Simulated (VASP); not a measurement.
A run of VASP 6.6.1:

The input POSCAR:

```
Au
1.0
   -1.6572690000      1.6572690000      1.6572690000
    1.6572690000     -1.6572690000      1.6572690000
    1.6572690000      1.6572690000     -1.6572690000
Au
1
Direct
    0.0000000000      0.0000000000      0.0000000000
```

The input INCAR.step1:

```
SYSTEM = Au
PREC = Accurate
ENCUT = 600
EDIFF = 1E-5
ISMEAR = -1
SIGMA = 0.05
LREAL = .FALSE.
LASPH = .TRUE.
NELM = 80
ALGO = Normal
LWAVE = .TRUE.
LCHARG = .FALSE.
GGA = PE
NBANDS = 12
```

File INCAR.step2:

```
SYSTEM = Au
PREC = Accurate
ENCUT = 600
EDIFF = 1E-6
ISMEAR = -1
SIGMA = 0.05
LREAL = .FALSE.
LASPH = .TRUE.
NELM = 80
ALGO = Normal
ISIF = 3
LWAVE = .FALSE.
LCHARG = .FALSE.
GGA = PE
LHFCALC = .TRUE.
AEXX = 0.25
HFSCREEN = 0.3
PRECFOCK = Normal
IBRION = 2
NSW = 60
EDIFFG = -0.01
ISTART = 1
```

Contents of KPOINTS:

```
Automatic mesh
0
G
  6 6 6
  0 0 0
```

Potentials or basis: VASP PAW PBE potentials, release 64 (Au).

Launch:

```console
$ cat potpaw_PBE.64/Au/POTCAR > POTCAR
$ cp INCAR.step1 INCAR
$ mpirun -np 1 vasp_std > vasp.out
$ cp INCAR.step2 INCAR
$ mpirun -np 1 vasp_std > vasp.out
```

Hardware: 1 thread of Intel Xeon 8259CL (shared host).

Question: How long does it take, and how much memory?

Answer: Wall time 68 min on 1 thread of Intel Xeon 8259CL (shared host), peak memory 0.26 GiB. Counts: k points 16, ion steps 3.
